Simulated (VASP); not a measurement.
Input of a VASP 6.6.1 run:

File INCAR:

```
ALGO     = Normal         # electronic algorithm
EDIFF    = 1E-6           # SCF threshold, eV
ENCUT    = 520            # plane-wave cutoff, eV
GGA      = PS             # functional
ISIF     = 2              # what is computed and relaxed
ISMEAR   = 0              # smearing method
LASPH    = T              # aspherical terms in the spheres
LCHARG   = F              # write CHGCAR
LREAL    = F              # projectors in reciprocal space
LWAVE    = F              # write WAVECAR
NBANDS   = 31             # bands
NELM     = 100            # most SCF steps
PREC     = Accurate       # precision mode
SIGMA    = 0.05           # smearing width, eV
```

Contents of KPOINTS:

```
k-points
0
Gamma
  6 6 6
```

The input POSCAR:

```
Al3GaN4
1.0
    4.3778560312      0.0000000000      0.0000000000
    0.0000000000      4.3778560312      0.0000000000
    0.0000000000      0.0000000000      4.9425994592
Al Ga N
3 1 4
Direct
    0.5000000000      0.5000000000      0.0000000000
    0.5000000000      0.0000000000      0.5000000000
    0.0000000000      0.5000000000      0.5000000000
    0.0000000000      0.0000000000      0.0000000000
    0.7447140287      0.7447140287      0.2552859713
    0.7447140287      0.2552859713      0.7447140287
    0.2552859713      0.7447140287      0.7447140287
    0.2552859713      0.2552859713      0.2552859713
```

Potentials or basis: VASP PAW PBE potentials, release 64 (Al, Ga_d, N).

The run is started by

```sh
$ cat potpaw_PBE.64/Al/POTCAR potpaw_PBE.64/Ga_d/POTCAR potpaw_PBE.64/N/POTCAR > POTCAR
$ mpirun -np 1 vasp_std > vasp.out
```

(1) What does it give for the band gap on the k mesh?

(2) Estimate the largest force.

## Answers

(1) 2.28 eV, indirect (least direct gap 2.32 eV).

(2) 0.086 eV/Å.

Caveat: the PAW data sets were made with another functional, which shifts forces and pressure a little.
